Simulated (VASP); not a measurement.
# Hf3B2Ru (Cmmm) in VASP: single point with PBE

Aim: the single point of Hf3B2Ru with PBE.

Everything below comes from runs of VASP 6.6.1. Logs are shortened: lines on timing, memory, paths and dates and some standing lists are left out, and cuts for length are marked.

### 1 The cell of the first run

It takes space group Cmmm (No. 65, orthorhombic). Conventional cell: a = 4.955 Å, b = 8.302 Å, c = 3.891 Å, α = 90.00°, β = 90.00°, γ = 90.00°. Hf (site symmetry m2m) has 5 Hf at 2.36 to 2.89 Å and 4 B at 2.42 Å and 3 Ru at 2.81 to 2.82 Å within 3.1 Å. Hf (site symmetry mmm) has 4 Hf at 2.36 Å and 4 B at 2.42 Å within 3.1 Å. Within 3.2 Å of B (site symmetry 2/m) lie 6 Hf at 2.42 Å and 2 B at 2.48 Å and 4 Ru at 3.10 Å. Within 3.7 Å of Ru (site symmetry mmm) lie 10 Hf at 2.81 to 3.15 Å and 8 B at 3.10 Å.

### 2 Single point, PBE

INCAR

```
  ALGO = Normal
  EDIFF = 1E-6
  ENCUT = 520
  GGA = PE
  ISIF = 2
  ISMEAR = 0
  LASPH = T
  LCHARG = T
  LELF = T
  LREAL = F
  LVHAR = T
  LWAVE = F
  NBANDS = 34
  NELM = 80
  PREC = Accurate
  SIGMA = 0.1
```

KPOINTS

```
k-points
0
Gamma
  4 4 4
```

POSCAR

```
Hf3B2Ru
1.0
    2.4772923300     -4.1508644500      0.0000000000
    2.4772923300      4.1508644500      0.0000000000
    0.0000000000      0.0000000000      3.8905431900
Hf B Ru
3 2 1
Direct
    0.1601293000      0.8398707000      0.0000000000
    0.8398707000      0.1601293000      0.0000000000
    0.0000000000      0.0000000000      0.5000000000
    0.0000000000      0.5000000000      0.5000000000
    0.5000000000      0.0000000000      0.5000000000
    0.5000000000      0.5000000000      0.0000000000
```

Potentials or basis: VASP PAW PBE potentials, release 64 (Hf_pv, B, Ru_pv).

The run is started by

```sh
> cat potpaw_PBE.64/Hf_pv/POTCAR potpaw_PBE.64/B/POTCAR potpaw_PBE.64/Ru_pv/POTCAR > POTCAR
> mpirun -np 1 vasp_std > vasp.out
```

OUTCAR:

```text
EDIFF = 1E-6
   ENCUT = 520
   GGA = PE
   ISIF = 2
   ISMEAR = 0
   LASPH = T
   LREAL = F
   NELM = 80
   PREC = Accurate

 ion  position               nearest neighbor table
   1  0.160  0.840  0.000-   3 2.36   3 2.36   5 2.42   4 2.42   4 2.42   5 2.42   2 2.66   6 2.81
                             6 2.81   6 2.82   2 2.89   2 2.89
   2  0.840  0.160  0.000-   3 2.36   3 2.36   5 2.42   4 2.42   4 2.42   5 2.42   1 2.66   6 2.81
                             6 2.81   6 2.82   1 2.89   1 2.89
   3  0.000  0.000  0.500-   1 2.36   2 2.36   1 2.36   2 2.36   4 2.42   5 2.42   4 2.42   5 2.42
                             6 3.15   6 3.15   6 3.15   6 3.15
   4  0.000  0.500  0.500-   3 2.42   3 2.42   1 2.42   1 2.42   2 2.42   2 2.42
   5  0.500  0.000  0.500-   3 2.42   3 2.42   1 2.42   1 2.42   2 2.42   2 2.42
   6  0.500  0.500  0.000-   1 2.81   2 2.81   1 2.81   2 2.81   1 2.82   2 2.82   3 3.15   3 3.15
                             3 3.15   3 3.15

  LATTYP: Found a base centered orthorhombic cell.
 ALAT       =     4.9545846600
 B/A-ratio  =     1.6755650513
 C/A-ratio  =     0.7852410357

  Lattice vectors:

 A1 = (   2.4772923300,  -4.1508644500,   0.0000000000)
 A2 = (   2.4772923300,   4.1508644500,   0.0000000000)
 A3 = (   0.0000000000,   0.0000000000,   3.8905431900)

Analysis of symmetry for initial positions (statically):
=====================================================================
 Subroutine PRICEL returns:
 Original cell was already a primitive cell.

 Routine SETGRP: Setting up the symmetry group for a
 base centered orthorhombic supercell.

 Subroutine GETGRP returns: Found  8 space group operations
 (whereof  8 operations were pure point group operations)
 out of a pool of  8 trial point group operations.

The static configuration has the point symmetry D_2h.

Analysis of symmetry for dynamics (positions and initial velocities):
=====================================================================
 Subroutine PRICEL returns:
 Original cell was already a primitive cell.

 Routine SETGRP: Setting up the symmetry group for a
 base centered orthorhombic supercell.

 Subroutine GETGRP returns: Found  8 space group operations
 (whereof  8 operations were pure point group operations)
 out of a pool of  8 trial point group operations.

The dynamic configuration has the point symmetry D_2h.

 Subroutine INISYM returns: Found  8 space group operations
 (whereof  8 operations are pure point group operations),
 and found     1 'primitive' translations
[... 100 lines left out ...]
   LREAL  =      F    real-space projection
   EDIFFG = 0.1E-04   stopping-criterion for IOM
   NSW    =      0    number of steps for IOM
   IBRION =     -1    ionic relax: 0-MD 1-quasi-New 2-CG
   NFREE  =      0    steps in history (QN), initial steepest desc. (CG)
   ISIF   =      2    stress and relaxation
   ISYM   =      2    0-nonsym 1-usesym 2-fastsym
   POTIM  = 0.5000    time-step for ionic-motion
   TEBEG  =    0.0;   TEEND  =   0.0 temperature during run
   PSTRESS=    0.0 pullay stress
   NELECT =      50.0000    total number of electrons
   NUPDOWN=      -1.0000    fix difference up-down
   EMIN   =  10.00;   EMAX   =-10.00  energy-range for DOS
   EFERMI =   0.00;   METHOD = LEGACY
   ISMEAR =     0;   SIGMA  =   0.10  broadening in eV -4-tet -1-fermi 0-gaus
   EFERMI_NEDOS =   21; number of points for ismear=-14 and -15
   IALGO  =     38    algorithm
   IMIX   =      4    mixing-type and parameters
     AMIX     =   0.40;   BMIX     =  1.00
     AMIX_MAG =   1.60;   BMIX_MAG =  1.00
  volume/ion in A,a.u.               =      13.34        89.99
  Fermi-wavevector in a.u.,A,eV,Ry     =   1.399629  2.644915 26.653273  1.958960
  Thomas-Fermi vector in A             =   2.522669
   LORBIT       =      0    0 simple, 1 ext, 2 COOP (PROOUT), +10 PAW based schemes
   GGA     = PE    functional components
   LHFCALC =     F    Hartree Fock is set to
   AEXX    =    0.0000 exact exchange contribution
   IVDW    =     0    specifies the selected vdW correction
   LEPSILON=     F    determine dielectric tensor
   LRPA    =     F    only Hartree local field effects (RPA)
 non-spin polarized calculation
 Gauss-broadening in eV      SIGMA  =   0.10
  energy-cutoff  :      520.00
  volume of cell :       80.01
 maximum number of plane-waves:      2174
   NGX = 17   NGY = 17   NGZ = 15

 number of electron      50.0000004 magnetization

 Free energy of the ion-electron system (eV)
  ---------------------------------------------------
  ext. energy  EPLUGINS =         0.00000000
  ---------------------------------------------------
  free energy    TOTEN  =       -44.65904082 eV

  energy without entropy =      -44.63050058  energy(sigma->0) =      -44.64477070

 E-fermi :   7.1083     XC(G=0): -12.5667

 val. band max:        7.0996846114   @ k =  -0.2500   0.2500   0.5000
 cond. band min:       7.1459324418   @ k =   0.2500   0.0000   0.5000
 fundamental gap:      0.0462478304
 Fermi energy:         7.1083206262

 k-point     1 :       0.0000    0.0000    0.0000
  band No.  band energies     occupation
      1     -35.1773      2.00000
      2     -35.1395      2.00000
      3     -35.0083      2.00000
      4     -25.1965      2.00000
      5     -23.4305      2.00000
      6     -23.3180      2.00000
[... 766 lines left out ...]
     33      13.0113      0.00000
     34      13.3772      0.00000

------------------------ aborting loop because EDIFF is reached ----------------------------------------

  FORCE on cell =-STRESS in cart. coord.  units (eV):
  Direction    XX          YY          ZZ          XY          YZ          ZX
  --------------------------------------------------------------------------------------
  -------------------------------------------------------------------------------------
  Total        6.0138978     23.6049444     37.3460823      0.0000000      0.0000000      0.0000000
  in kB      120.4233146    472.6694329    747.8243228      0.0000000      0.0000000      0.0000000
  external PRESSURE =     446.9723568 kB  Pullay stress =       0.0000000 kB

 VOLUME and BASIS-vectors are now :
 -----------------------------------------------------------------------------
  energy-cutoff  :      520.00
  volume of cell :       80.01
      direct lattice vectors                 reciprocal lattice vectors
     2.477292330 -4.150864450  0.000000000     0.201833265 -0.120456836  0.000000000
     2.477292330  4.150864450  0.000000000     0.201833265  0.120456836  0.000000000
     0.000000000  0.000000000  3.890543190     0.000000000  0.000000000  0.257033517

 POSITION                                       TOTAL-FORCE (eV/Angst)
 -----------------------------------------------------------------------------------
      2.47729      2.82151      0.00000         0.000000     -7.089614     -0.000000
      2.47729     -2.82151      0.00000         0.000000      7.089614      0.000000
      0.00000      0.00000      1.94527         0.000000     -0.000000      0.000000
      1.23865      2.07543      1.94527         0.000000     -0.000000      0.000000
      1.23865     -2.07543      1.94527         0.000000     -0.000000      0.000000
      2.47729      0.00000      0.00000        -0.000000     -0.000000      0.000000
 -----------------------------------------------------------------------------------
    total drift:                                0.000000      0.000000      0.000000

  FREE ENERGIE OF THE ION-ELECTRON SYSTEM (eV)
  ---------------------------------------------------
  free  energy   TOTEN  =       -44.6590408222 eV

  energy  without entropy=      -44.6305005764  energy(sigma->0) =      -44.64477070
```

OSZICAR:

```text
N       E                     dE             d eps       ncg     rms          rms(c)
DAV:   1     0.316838184699E+03    0.31684E+03   -0.28087E+04  1428   0.148E+03
DAV:   2    -0.333543825382E+02   -0.35019E+03   -0.33548E+03  1638   0.402E+02
DAV:   3    -0.495265945051E+02   -0.16172E+02   -0.15482E+02  1806   0.675E+01
DAV:   4    -0.498712161160E+02   -0.34462E+00   -0.34224E+00  1696   0.921E+00
DAV:   5    -0.498795124825E+02   -0.82964E-02   -0.82897E-02  1842   0.127E+00    0.136E+02
DAV:   6    -0.610051334794E+02   -0.11126E+02   -0.10271E+02  1498   0.460E+01    0.493E+01
DAV:   7    -0.512598076566E+02    0.97453E+01   -0.90115E+01  1604   0.614E+01    0.769E+01
DAV:   8    -0.456603200563E+02    0.55995E+01   -0.22061E+01  1474   0.222E+01    0.170E+01
DAV:   9    -0.450322843367E+02    0.62804E+00   -0.11202E+00  1572   0.610E+00    0.130E+01
DAV:  10    -0.447520539608E+02    0.28023E+00   -0.38339E-01  1616   0.353E+00    0.847E+00
DAV:  11    -0.446760993862E+02    0.75955E-01   -0.11096E-01  1736   0.175E+00    0.454E+00
DAV:  12    -0.446654121050E+02    0.10687E-01   -0.12822E-02  1792   0.597E-01    0.213E+00
DAV:  13    -0.446597911815E+02    0.56209E-02   -0.10572E-02  1554   0.619E-01    0.771E-01
DAV:  14    -0.446592524861E+02    0.53870E-03   -0.13802E-03  1662   0.194E-01    0.476E-01
DAV:  15    -0.446591228589E+02    0.12963E-03   -0.10367E-03  1578   0.185E-01    0.121E-01
DAV:  16    -0.446590466152E+02    0.76244E-04   -0.25706E-04  1600   0.793E-02    0.522E-02
DAV:  17    -0.446590408233E+02    0.57919E-05   -0.28877E-05  1668   0.316E-02    0.965E-03
DAV:  18    -0.446590408222E+02    0.10441E-08   -0.10986E-06  1106   0.575E-03
   1 F= -.44659041E+02 E0= -.44644771E+02  d E =-.285402E-01
```

It took 29 s on 1 thread of Intel Xeon 6975P-C (Granite Rapids), shared host; peak memory 0.21 GiB.

Results:

```yaml
Free_energy: -44.6590 eV
Pressure: 44.7 GPa
Largest_force: 7.090 eV/Å
Band_gap_on_the_k_mesh: zero (band 25 reaches 7.37 eV, above the bottom of band 26 at 6.55 eV)
```

Forces on the atoms (eV/Å):
```
Hf   0.000 -7.090  0.000
Hf   0.000  7.090  0.000
Hf   0.000  0.000  0.000
B    0.000  0.000  0.000
B    0.000  0.000  0.000
Ru   0.000  0.000  0.000
```

Caveat: the k points lie up to 0.40 Å⁻¹ apart; spin-orbit coupling is left out, which moves the levels of the heavy elements; forces of over 1 eV/Å act on the atoms, so gaps and moduli don't describe the material at rest.
